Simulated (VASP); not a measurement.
Here is a VASP 6.6.1 calculation.

INCAR

```
SYSTEM = O
PREC = Accurate ; ENCUT = 520
EDIFF = 1E-6 ; ISMEAR = 0
SIGMA = 0.02 ; LREAL = .False.
LASPH = .True. ; NELM = 60
ALGO = Normal ; ISIF = 2
LWAVE = .False. ; LCHARG = .True.
GGA = CA ; LELF = .True.
LVHAR = .True. ; NBANDS = 13
```

Contents of KPOINTS:

```
Automatic mesh
0
Gamma
  10 10 7
  0 0 0
```

POSCAR

```
O
1.0
    2.8514028533     -1.6624159400      0.0000000000
    2.8514028533      1.6624159400      0.0000000000
   -2.3944914034      0.0000000000      3.6470501824
O
2
Direct
    0.9745461700      0.9745461700      0.8444259800
    0.0254538300      0.0254538300      0.1555740200
```

Potentials or basis: VASP PAW LDA potentials, release 64 (O).

The run is started by

```sh
$ cat potpaw_LDA.64/O/POTCAR > POTCAR
$ mpirun -np 1 vasp_std > vasp.out
```

Task: What does it give for the largest force?

Result: 0.176 eV/Å.

Task: Predict the pressure.

Result: -4.4 GPa.

Task: What does it give for the band gap on the k mesh?

Result: Zero (band 6 reaches -2.01 eV, above the bottom of band 7 at -2.29 eV).

Stress tensor (GPa, compression positive):
```
-2.38  0.00  0.83
 0.00 -5.95  0.00
 0.83  0.00 -4.83
```

Caveat: the standard files for N, O and F lose accuracy on very short bonds; spin is off for a triplet molecule.
